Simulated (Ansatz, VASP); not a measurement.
## Pt10CO: VASP beside Ansatz

```
Pt C O
1.0
     5.54937    0.00000    0.00000
     0.00000    4.80590    0.00000
     0.00000    0.00000   28.06209
Pt C O
20 2 2
Direct
  0.00092 0.99512 0.33164
  0.25000 0.49632 0.33176
  0.49908 0.99512 0.33164
  0.75000 0.49459 0.33107
  0.25000 0.16550 0.41570
  0.49985 0.66532 0.41520
  0.75000 0.16588 0.41450
  0.00015 0.66532 0.41520
  0.49823 0.33434 0.49764
  0.75000 0.83715 0.49684
  0.00177 0.33434 0.49764
  0.25000 0.83097 0.49936
  0.00370 0.00175 0.58086
  0.25000 0.50009 0.58501
  0.49630 0.00175 0.58086
  0.75000 0.50676 0.57792
  0.25000 0.17156 0.67104
  0.50417 0.66901 0.66821
  0.75000 0.17178 0.65917
  0.99583 0.66901 0.66821
  0.25000 0.15460 0.73676
  0.75000 0.67771 0.72109
  0.25000 0.14974 0.77765
  0.75000 0.67960 0.76304
```

Alike in both runs: functional PBE; k mesh 8 × 9 × 1; occupations gaussian, width 0.1 eV; no spin polarisation.

Ansatz relaxed the structure, and its values are those at the end. VASP's run is a single point on that final structure, the one shown.

```csv
,VASP,Ansatz
version,VASP 6.6.1,Ansatz 0.2.0
potentials or method,"VASP PAW PBE potentials, release 64 (Pt, C, O)","scalar-relativistic, plane waves, PAW"
plane-wave cutoff (eV),520,420
valence electrons in the cell,220,380
```

Ansatz gave:

| Property | Result |
| --- | --- |
| gap on the k mesh at the Fermi level (eV) | none |
| rms of the force components (eV/Å) | 0.001 |

Task: Which values does VASP return?

Result: gap on the k mesh at the Fermi level (eV): none; rms of the force components (eV/Å): 0.175.

A gap of «none» marks a metal or a gap that the smearing closes. One of these differences is far larger than is usual between the two programs; its cause wasn't traced. The functional is the same, so the differences come from potentials, cutoffs and numerics. VASP's potentials hold 220 valence electrons a cell and Ansatz's 380, so a difference there can come from the potentials and not from the codes. Ansatz's warnings: xc potential rough in thin density.

Spin-orbit coupling is off throughout. Noted on VASP's run: the standard files for N, O and F lose accuracy on very short bonds.
